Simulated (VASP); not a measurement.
Write the native input for VASP 6.6.1 that does the following.

```yaml
Task: single point
Functional: PBE
Potentials_or_basis: VASP PAW PBE potentials, release 64 (Cu)
Cutoff: 520 eV
k_mesh: 17 × 17 × 16
Occupations: fermi-dirac, width 0.05 eV
Spin: no spin polarisation
Dipole_correction: no
Further_INCAR_settings: ALGO = Normal; EDIFF = 1e-06; NBANDS = 12
```

The structure of Cu lies in POSCAR:

```
Cu
1.0
    2.4898065854      0.0000000000      0.0000000000
   -1.2449032927      2.1562357535      0.0000000000
    0.0000000000      0.0000000000      2.4235189835
Cu
1
Direct
    0.0000000000      0.0000000000      0.0000000000
```

One way to write it, as run:

INCAR

```
SYSTEM = Cu
ALGO = Normal ; EDIFF = 1E-6
ENCUT = 520 ; GGA = PE
ISIF = 2 ; ISMEAR = -1
LASPH = .TRUE. ; LCHARG = .FALSE.
LREAL = .FALSE. ; LWAVE = .FALSE.
NBANDS = 12 ; NELM = 100
PREC = Accurate ; SIGMA = 0.05
```

KPOINTS

```
k-points
0
G
  17 17 16
  0 0 0
```

Potentials or basis: VASP PAW PBE potentials, release 64 (Cu).

The run is started by

```sh
$ cat potpaw_PBE.64/Cu/POTCAR > POTCAR
$ mpirun -np 1 vasp_std > vasp.out
```

Results of the run:

* Pressure: 0.5 GPa

Run time: 35 s on 1 thread of Intel(R) Xeon(R) Platinum 8375C CPU @ 2.90GHz (Ice Lake) (shared host), peak memory 0.15 GiB.
